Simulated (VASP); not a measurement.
SnTe, 2 atoms in the cell. Symmetry: F-43m, No. 216, cubic system. Conventional cell: a = 6.320 Å, b = 6.320 Å, c = 6.320 Å, α = 90.00°, β = 90.00°, γ = 90.00°. Within 3.6 Å of Te (site symmetry -43m) lie 4 Sn at 2.74 Å. Within 3.6 Å of Sn (site symmetry -43m) lie 4 Te at 2.74 Å. 

* Program: VASP 6.6.1
* Task: single point
* Functional: r2SCAN
* Potentials or basis: VASP PAW PBE potentials, release 64 (Te, Sn_d)
* Cutoff: 520 eV
* k mesh: 7 × 7 × 7
* Occupations: fermi-dirac, width 0.05 eV
* Spin: no spin polarisation
* Dipole correction: no
* Further INCAR settings: ALGO = Normal; EDIFF = 1e-06; NBANDS = 17

Potentials or basis: VASP PAW PBE potentials, release 64 (Te, Sn_d).

Launch:

```sh
$ cat potpaw_PBE.64/Te/POTCAR potpaw_PBE.64/Sn_d/POTCAR > POTCAR
$ cp INCAR.step1 INCAR
$ mpirun -np 1 vasp_std > vasp.out
$ cp INCAR.step2 INCAR
$ mpirun -np 1 vasp_std > vasp.out
```

Hardware: 1 thread of Intel Xeon 8259CL (shared host).

How long does it take, and how much memory?

Run time: 2.6 min on 1 thread of Intel Xeon 8259CL, on a shared host, peak memory 0.22 GiB. Counts: k points 20.
